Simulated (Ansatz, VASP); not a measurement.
# Mg: VASP beside Ansatz

The input INCAR:

```
PREC = Accurate ; ENCUT = 600
EDIFF = 1E-6 ; ISMEAR = 0
SIGMA = 0.1 ; LREAL = F
LASPH = T ; NELM = 60
ALGO = Normal ; ISIF = 3
LWAVE = F ; LCHARG = F
GGA = PE ; IBRION = 2
NSW = 90 ; EDIFFG = -0.04
```

File KPOINTS:

```
regular mesh
0
Gamma
  6 6 6
```

File POSCAR:

```
Mg
1.0
    5.0664647597      0.0000000000      0.0000000000
   -2.5332323799      4.3876871893      0.0000000000
    0.0000000000      0.0000000000      3.1234016204
Mg
3
Direct
    0.3333333333      0.6666666667      0.5000000000
    0.0000000000      0.0000000000      0.0000000000
    0.6666666667      0.3333333333      0.5000000000
```

Input for Ansatz:

```yaml
crystal:
  lattice:
    - [5.0664647597, 0.0, 0.0]
    - [-2.5332323799, 4.3876871893, 0.0]
    - [0.0, 0.0, 3.1234016204]
  atoms:
    - { symbol: Mg, position: [0.3333333333, 0.6666666667, 0.5] }
    - { symbol: Mg, position: [0.0, 0.0, 0.0] }
    - { symbol: Mg, position: [0.6666666667, 0.3333333333, 0.5] }
basis:
  ecutwfc: 420
kpoints:
  mp_grid: { grid: [6, 6, 6] }
hamiltonian:
  xc: pbe
scf:
  occupations: { method: gaussian, width: 0.1 }
  lower_state_search: "off"
output:
  forces: true
  stress: true
  eigenvalues: true
relax:
  adjacent_minimum: "off"
  f_tol: 0.04
  max_steps: 70
  cell: { stress_tol: 0.4 }
```

Alike in both runs: task relaxation of cell and atoms; functional PBE; k mesh 6 × 6 × 6; occupations gaussian, width 0.1 eV; no spin polarisation.

|  | VASP | Ansatz |
| --- | --- | --- |
| version | VASP 6.6.1 | Ansatz 0.2.0 |
| potentials or method | VASP PAW PBE potentials, release 64 (Mg), cutoff 600 eV | scalar-relativistic, plane waves, PAW |
| valence electrons in the cell | 6 | 30 |

```tsv
	VASP	Ansatz	Ansatz less VASP
gap on the k mesh at the Fermi level, each at its own relaxed structure (eV)	none	none	-
relaxed volume (Å³/atom)	23.25	23.22	-0.035
relaxed length of the cell vector where the two differ most in proportion (Å)	3.057	3.054	-0.0037
```

A gap of «none» marks a metal or a gap that the smearing closes. VASP's potentials hold 6 valence electrons a cell and Ansatz's 30, so a difference there can come from the potentials and not from the codes.
